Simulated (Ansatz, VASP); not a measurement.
One calculation of Al3GaSb4, two programs

```
Al Ga Sb
1.0
     4.40539    0.00000    0.00000
     0.00000    4.40539    0.00000
     0.00000    0.00000   12.41305
Al Ga Sb
3 1 4
Direct
  0.50000 0.50000 0.24949
  0.00000 0.00000 0.50000
  0.50000 0.50000 0.75051
  0.00000 0.00000 0.00000
  0.50000 0.00000 0.37474
  0.00000 0.50000 0.62526
  0.50000 0.00000 0.87528
  0.00000 0.50000 0.12472
```

Alike in both runs: functional PBE; k mesh 6 × 6 × 4; occupations gaussian, width 0.02 eV; no spin polarisation.

Ansatz relaxed the structure, and its values are those at the end. VASP's run is a single point on that final structure, the one shown.

|  | VASP | Ansatz |
| --- | --- | --- |
| version | VASP 6.6.1 | Ansatz 0.2.0 |
| potentials or method | VASP PAW PBE potentials, release 64 (Al, Ga_d, Sb), cutoff 520 eV | scalar-relativistic, plane waves, PAW |
| valence electrons in the cell | 42 | 82 |

Ansatz gave:

```
gap on the k mesh at the Fermi level (eV) : 0.74
least direct gap on the mesh (eV)         : 0.74
pressure (GPa)                            : 0.0
```

Q: What did VASP give for the same quantities?

A: gap on the k mesh at the Fermi level (eV): 0.74; least direct gap on the mesh (eV): 0.74; pressure (GPa): 0.2.

With one functional, cell and mesh, what is left measures potentials, basis and numerics. VASP's potentials hold 42 valence electrons a cell and Ansatz's 82, so a difference there can come from the potentials and not from the codes.

Spin-orbit coupling is off throughout.
